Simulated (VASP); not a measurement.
Wanted: the native input for a VASP 6.6.1 run.

| Property | Result |
| --- | --- |
| Task | single point |
| Functional | PBE |
| Potentials or basis | VASP PAW PBE potentials, release 64 (Nb_sv) |
| Cutoff | 520 eV |
| k mesh | 10 × 10 × 10 |
| Occupations | fermi-dirac, width 0.05 eV |
| Spin | no spin polarisation |
| Dipole correction | no |
| Further INCAR settings | ALGO = Fast; EDIFF = 1e-06; NBANDS = 12 |

The structure of Nb lies in POSCAR:

```
Nb
1.0
    2.7554288410      0.0000000000      0.0000000000
    0.0000000000      2.7554288410      0.0000000000
    0.0000000000      0.0000000000      2.7554288410
Nb
1
Direct
    0.5000000000      0.5000000000      0.5000000000
```

These files were run (other wordings do the same):

INCAR

```
SYSTEM = Nb
ALGO = Fast
EDIFF = 1E-6
ENCUT = 520
GGA = PE
ISIF = 2
ISMEAR = -1
LASPH = .True.
LCHARG = .False.
LREAL = .False.
LWAVE = .False.
NBANDS = 12
NELM = 100
PREC = Accurate
SIGMA = 0.05
```

KPOINTS

```
k-points
0
Gamma
  10 10 10
  0 0 0
```

Potentials or basis: VASP PAW PBE potentials, release 64 (Nb_sv).

The run is started by

```console
$ cat potpaw_PBE.64/Nb_sv/POTCAR > POTCAR
$ mpirun -np 1 vasp_std > vasp.out
```

It gave:

```json
{
  "Pressure": "-4.2 GPa"
}
```

It took 10 s on 1 thread of Intel(R) Xeon(R) Platinum 8559C (Emerald Rapids), with other jobs on the host, peak memory 0.12 GiB.
